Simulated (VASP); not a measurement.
# NbH2: electric field gradients with LDA

NbH2:

```
Nb H
1.0
     0.00000    2.25067    2.25067
     2.25067    0.00000    2.25067
     2.25067    2.25067    0.00000
Nb H
1 2
Direct
  0.00000 0.00000 0.00000
  0.25000 0.25000 0.25000
  0.75000 0.75000 0.75000
```

This cell differs from its parent crystal: volume scaled by 0.96.

- Program: VASP 6.6.1
- Task: electric field gradients
- Functional: LDA
- Potentials or basis: VASP PAW LDA potentials, release 64 (Nb_sv, H)
- Cutoff: 520 eV
- k mesh: 15 × 15 × 15
- Occupations: fermi-dirac, width 0.03 eV
- Spin: no spin polarisation
- Dipole correction: no
- Further INCAR settings: ALGO = Normal; EDIFF = 1e-08; NBANDS = 14

The pressure is -1.0 GPa.

Levels at points of the mesh, in eV from the Fermi level:
```
           k point  band 6  band 7  band 8  band 9  band 10  band 11
(0.00, 0.00, 0.00)   -1.44   -1.44   -1.44   -1.06     1.33     1.33
```

Run time: 37 s on 1 thread of AMD EPYC 7R13 Processor (Zen 3), on a shared host, peak memory 0.13 GiB.

Caveat: without QUAD_EFG the Cq values of the log hold for a quadrupole moment of 1 mb, not for the nuclei.
